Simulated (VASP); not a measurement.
# Si6O in VASP: further runs

Si6O is run at these levels: PBE; tasks: single point.

Program: VASP 6.6.1. These are calculated values, not measurements. Logs are shortened: lines on timing, memory, paths and dates and some standing lists are left out, and cuts for length are marked.

## Step 1: The cell of the first run

The cell holds a slab with vacuum, 7 atoms: a = 3.851 Å, b = 3.851 Å, c = 22.533 Å, α = 90.00°, β = 90.00°, γ = 120.00°.

## Step 2: Single point, PBE, collinear spin, ferromagnetic start

INCAR

```
SYSTEM = Si6O
  PREC = Accurate
  ENCUT = 520
  EDIFF = 1E-6
  ISMEAR = 0
  SIGMA = 0.05
  LREAL = .FALSE.
  LASPH = .TRUE.
  NELM = 150
  ALGO = Normal
  ISIF = 2
  LWAVE = .FALSE.
  LCHARG = .FALSE.
  ISPIN = 2
  MAGMOM = 0 0 0 0 0 0 2
  LORBIT = 11
  LDIPOL = .TRUE.
  IDIPOL = 3
  DIPOL = 0.5 0.5 0.367
  GGA = PE
  NBANDS = 28
```

KPOINTS

```
Automatic mesh
0
G
  9 9 1
  0 0 0
```

POSCAR

```
Si6O
1.0
    3.8512806261      0.0000000000      0.0000000000
   -1.9256403131      3.3353068593      0.0000000000
    0.0000000000      0.0000000000     22.5327139716
Si O
6 1
Direct
    0.6666666667      0.3333333333      0.1775196723
    0.3333333333      0.6666666667      0.2130730340
    0.3333333333      0.6666666667      0.3187592658
    0.6666666667      0.3333333333      0.3526875901
    0.6666666667      0.3333333333      0.4598337302
    0.3333333333      0.6666666667      0.4896309422
    0.3333333333      0.6666666667      0.5598083261
```

Potentials or basis: VASP PAW PBE potentials, release 64 (Si, O).

Started as:

```bash
cat potpaw_PBE.64/Si/POTCAR potpaw_PBE.64/O/POTCAR > POTCAR
mpirun -np 1 vasp_std > vasp.out
```

OUTCAR:

```text
SYSTEM = Si6O
   PREC = Accurate
   ENCUT = 520
   EDIFF = 1E-6
   ISMEAR = 0
   LREAL = .FALSE.
   LASPH = .TRUE.
   NELM = 150
   ISIF = 2
   ISPIN = 2
   LORBIT = 11
   GGA = PE

 ion  position               nearest neighbor table
   1  0.667  0.333  0.178-   2 2.36   2 2.36   2 2.36
   2  0.333  0.667  0.213-   1 2.36   1 2.36   1 2.36   3 2.38
   3  0.333  0.667  0.319-   4 2.35   4 2.35   4 2.35   2 2.38
   4  0.667  0.333  0.353-   3 2.35   3 2.35   3 2.35   5 2.41
   5  0.667  0.333  0.460-   6 2.32   6 2.32   6 2.32   4 2.41
   6  0.333  0.667  0.490-   7 1.58   5 2.32   5 2.32   5 2.32
   7  0.333  0.667  0.560-   6 1.58

  LATTYP: Found a hexagonal cell.
 ALAT       =     3.8512806261
 C/A-ratio  =     5.8507068581

  Lattice vectors:

 A1 = (   3.8512806261,   0.0000000000,   0.0000000000)
 A2 = (  -1.9256403131,   3.3353068593,   0.0000000000)
 A3 = (   0.0000000000,   0.0000000000,  22.5327139716)

Analysis of symmetry for initial positions (statically):
=====================================================================
 Subroutine PRICEL returns:
 Original cell was already a primitive cell.

 Routine SETGRP: Setting up the symmetry group for a
 hexagonal supercell.

 Subroutine GETGRP returns: Found  6 space group operations
 (whereof  6 operations were pure point group operations)
 out of a pool of 24 trial point group operations.

The static configuration has the point symmetry C_3v.

Analysis of symmetry for dynamics (positions and initial velocities):
=====================================================================
 Subroutine PRICEL returns:
 Original cell was already a primitive cell.

 Routine SETGRP: Setting up the symmetry group for a
 hexagonal supercell.

 Subroutine GETGRP returns: Found  6 space group operations
 (whereof  6 operations were pure point group operations)
 out of a pool of 24 trial point group operations.

The dynamic configuration has the point symmetry C_3v.

Analysis of structural, dynamic, and magnetic symmetry:
=====================================================================
 Subroutine PRICEL returns:
 Original cell was already a primitive cell.

 Routine SETGRP: Setting up the symmetry group for a
 hexagonal supercell.

 Subroutine GETGRP returns: Found  6 space group operations
 (whereof  6 operations were pure point group operations)
 out of a pool of 24 trial point group operations.

The overall configuration has the point symmetry C_3v.

 Subroutine INISYM returns: Found  6 space group operations
 (whereof  6 operations are pure point group operations),
 and found     1 'primitive' translations

----------------------------------------------------------------------------------------

                                     Primitive cell

  volume of cell :     289.4373

  direct lattice vectors                    reciprocal lattice vectors
     3.851280626  0.000000000  0.000000000     0.259653891  0.149911244  0.000000000
    -1.925640313  3.335306859  0.000000000     0.000000000  0.299822488  0.000000000
     0.000000000  0.000000000 22.532713972     0.000000000  0.000000000  0.044379918

  length of vectors
     3.851280626  3.851280626 22.532713972     0.299822488  0.299822488  0.044379918

  position of ions in fractional coordinates (direct lattice)
     0.666666667  0.333333333  0.177519672
     0.333333333  0.666666667  0.213073034
     0.333333333  0.666666667  0.318759266
     0.666666667  0.333333333  0.352687590
     0.666666667  0.333333333  0.459833730
     0.333333333  0.666666667  0.489630942
     0.333333333  0.666666667  0.559808326

  ion indices of the primitive-cell ions
   primitive index   ion index
                 1           1
                 2           2
                 3           3
                 4           4
                 5           5
                 6           6
                 7           7

[... 45 lines left out ...]
   ions per type =               6   1
   NGX,Y,Z   is equivalent  to a cutoff of  12.95, 12.95, 12.40 a.u.
   NGXF,Y,Z  is equivalent  to a cutoff of  25.90, 25.90, 24.79 a.u.
 SYSTEM =  Si6O
   PREC   = accura    normal or accurate (medium, high low for compatibility)
   ISTART =      0    job   : 0-new  1-cont  2-samecut
   ICHARG =      2    charge: 1-file 2-atom 10-const
   ISPIN  =      2    spin polarized calculation?
   LNONCOLLINEAR =      F non collinear calculations
   LSORBIT =      F    spin-orbit coupling
   LASPH  =      T    aspherical Exc in radial PAW
   ENCUT  =  520.0 eV  38.22 Ry    6.18 a.u.   7.16  7.16 41.90*2*pi/ulx,y,z
   NELM   =    150;   NELMIN=  2; NELMDL= -5     # of ELM steps
   EDIFF  = 0.1E-05   stopping-criterion for ELM
   LREAL  =      F    real-space projection
   EDIFFG = 0.1E-04   stopping-criterion for IOM
   NSW    =      0    number of steps for IOM
   IBRION =     -1    ionic relax: 0-MD 1-quasi-New 2-CG
   NFREE  =      0    steps in history (QN), initial steepest desc. (CG)
   ISIF   =      2    stress and relaxation
   ISYM   =      2    0-nonsym 1-usesym 2-fastsym
   POTIM  = 0.5000    time-step for ionic-motion
   TEBEG  =    0.0;   TEEND  =   0.0 temperature during run
   PSTRESS=    0.0 pullay stress
   NELECT =      30.0000    total number of electrons
   NUPDOWN=      -1.0000    fix difference up-down
   EMIN   =  10.00;   EMAX   =-10.00  energy-range for DOS
   EFERMI =   0.00;   METHOD = LEGACY
   ISMEAR =     0;   SIGMA  =   0.05  broadening in eV -4-tet -1-fermi 0-gaus
   EFERMI_NEDOS =   21; number of points for ismear=-14 and -15
   IALGO  =     38    algorithm
   IMIX   =      4    mixing-type and parameters
     AMIX     =   0.40;   BMIX     =  1.00
     AMIX_MAG =   1.60;   BMIX_MAG =  1.00
  volume/ion in A,a.u.               =      41.35       279.03
  Fermi-wavevector in a.u.,A,eV,Ry     =   0.769007  1.453213  8.046106  0.591372
  Thomas-Fermi vector in A             =   1.869903
   LORBIT       =     11    0 simple, 1 ext, 2 COOP (PROOUT), +10 PAW based schemes
   GGA     = PE    functional components
   LHFCALC =     F    Hartree Fock is set to
   AEXX    =    0.0000 exact exchange contribution
   IVDW    =     0    specifies the selected vdW correction
   LEPSILON=     F    determine dielectric tensor
   LRPA    =     F    only Hartree local field effects (RPA)
 spin polarized calculation
 Gauss-broadening in eV      SIGMA  =   0.05
  energy-cutoff  :      520.00
  volume of cell :      289.44
 maximum number of plane-waves:      7845
 NGX is ok and might be reduce to    30
   NGX = 15   NGY = 15   NGZ = 83

 dipolmoment           0.000000      0.000000     -0.266507 electrons x Angstroem

 number of electron      29.9999997 magnetization       0.2185322

 number of electron      29.9999997 magnetization      -0.4541253

 dipolmoment           0.000000      0.000000      0.328235 electrons x Angstroem

 Free energy of the ion-electron system (eV)
  ---------------------------------------------------
  ext. energy  EPLUGINS =         0.00000000
  ---------------------------------------------------
  free energy    TOTEN  =       -36.69665323 eV

  energy without entropy =      -36.69310797  energy(sigma->0) =      -36.69488060

 E-fermi :  -1.6157     XC(G=0):  -4.8279

 val. band max:       -1.6355441444   @ k =   0.0000   0.0000   0.0000
 cond. band min:      -1.5925719607   @ k =   0.1111   0.1111   0.0000
 fundamental gap:      0.0429721838
 Fermi energy:        -1.6156650788

 spin component 1

 k-point     1 :       0.0000    0.0000    0.0000
  band No.  band energies     occupation
      1     -18.8326      1.00000
      2     -13.0639      1.00000
      3     -12.1121      1.00000
      4     -11.2235      1.00000
      5      -7.0406      1.00000
      6      -4.8778      1.00000
[... 349 lines left out ...]
     26       5.2048      0.00000
     27       5.4427      0.00000
 Fermi energy:        -1.6156650788

 spin component 2

 k-point     1 :       0.0000    0.0000    0.0000
  band No.  band energies     occupation
      1     -18.4984      1.00000
      2     -13.1440      1.00000
      3     -12.2073      1.00000
      4     -11.2361      1.00000
      5      -7.2363      1.00000
      6      -5.0069      1.00000
[... 349 lines left out ...]
     26       5.1176      0.00000
     27       5.3160      0.00000
 [bands above 27 left out]

------------------------ aborting loop because EDIFF is reached ----------------------------------------

 vacuum level on the upper side and lower side of the slab       (xc-potential included)         2.279        -2.271

  FORCE on cell =-STRESS in cart. coord.  units (eV):
  Direction    XX          YY          ZZ          XY          YZ          ZX
  --------------------------------------------------------------------------------------
  -------------------------------------------------------------------------------------
  Total        1.6829985      1.6829985      1.7676095     -0.0000000      0.0000000     -0.0000000
  in kB        9.3162225      9.3162225      9.7845856     -0.0000000      0.0000000     -0.0000000
  external PRESSURE =       9.4723435 kB  Pullay stress =       0.0000000 kB

 VOLUME and BASIS-vectors are now :
 -----------------------------------------------------------------------------
  energy-cutoff  :      520.00
  volume of cell :      289.44
      direct lattice vectors                 reciprocal lattice vectors
     3.851280626  0.000000000  0.000000000     0.259653891  0.149911244  0.000000000
    -1.925640313  3.335306859  0.000000000     0.000000000  0.299822488  0.000000000
     0.000000000  0.000000000 22.532713972     0.000000000  0.000000000  0.044379918

 POSITION                                       TOTAL-FORCE (eV/Angst)
 -----------------------------------------------------------------------------------
      1.92564      1.11177      4.00000         0.000000      0.000000      0.516308
     -0.00000      2.22354      4.80111        -0.000000      0.000000     -0.793918
     -0.00000      2.22354      7.18251        -0.000000      0.000000     -0.075819
      1.92564      1.11177      7.94701        -0.000000      0.000000      0.424382
      1.92564      1.11177     10.36130        -0.000000      0.000000     -1.566036
     -0.00000      2.22354     11.03271        -0.000000      0.000000      1.227556
     -0.00000      2.22354     12.61400         0.000000     -0.000000      0.267527
 -----------------------------------------------------------------------------------
    total drift:                                0.000000     -0.000000      0.000477

  FREE ENERGIE OF THE ION-ELECTRON SYSTEM (eV)
  ---------------------------------------------------
  free  energy   TOTEN  =       -36.6966532270 eV

  energy  without entropy=      -36.6931079708  energy(sigma->0) =      -36.69488060

 vacuum level on the upper side and lower side of the slab         7.723         3.104

 total charge

# of ion       s       p       d       tot
------------------------------------------
    1        0.794   0.844   0.000   1.638
    2        0.758   0.913   0.000   1.670
    3        0.764   0.912   0.000   1.675
    4        0.757   0.925   0.000   1.682
    5        0.794   0.907   0.000   1.701
    6        0.752   0.986   0.000   1.738
    7        1.604   3.328   0.000   4.932
--------------------------------------------------
tot          6.222   8.814   0.000  15.036

 magnetization (x)

# of ion       s       p       d       tot
------------------------------------------
    1       -0.035  -0.169   0.000  -0.204
    2       -0.003  -0.014   0.000  -0.017
    3       -0.007  -0.025   0.000  -0.032
    4       -0.003  -0.012   0.000  -0.015
    5        0.002   0.031   0.000   0.033
    6       -0.003  -0.006   0.000  -0.008
    7        0.002   0.202   0.000   0.204
--------------------------------------------------
tot         -0.046   0.007   0.000  -0.039
```

Wall time 8.9 min (1 thread of AMD EPYC 9R45 (Zen 5), shared host); peak memory 0.56 GiB.

What came out:

```yaml
Free_energy: -36.6967 eV
Largest_force: 1.566 eV/Å
Net_moment: -0.45 μB per cell
Site_moments: Si -0.20, -0.02, -0.03, -0.01, +0.03; O +0.20 μB
Valence_electrons_inside_the_program's_atomic_spheres: Si 1.64, 1.67, 1.68, 1.70, 1.74; O 4.93
```

Forces on the atoms (eV/Å):
```
Si   0.000  0.000  0.516
Si   0.000  0.000 -0.794
Si   0.000  0.000 -0.076
Si   0.000  0.000  0.424
Si   0.000  0.000 -1.566
Si   0.000  0.000  1.228
O    0.000  0.000  0.268
```

Levels at points of the mesh, in eV from the Fermi level:
Spin up:
```csv
k point,band 12,band 13,band 14,band 15,band 16,band 17,band 18,band 19
"(0.00, 0.00, 0.00)",-0.15,-0.15,0.51,0.51,0.54,1.51,2.14,2.82
```
Spin down:
| k point | band 13 | band 14 | band 15 | band 16 | band 17 | band 18 |
| --- | --- | --- | --- | --- | --- | --- |
| (0.00, 0.00, 0.00) | -0.22 | -0.02 | 0.69 | 0.69 | 1.43 | 2.03 |

(Part 1 of 2 ends here.)
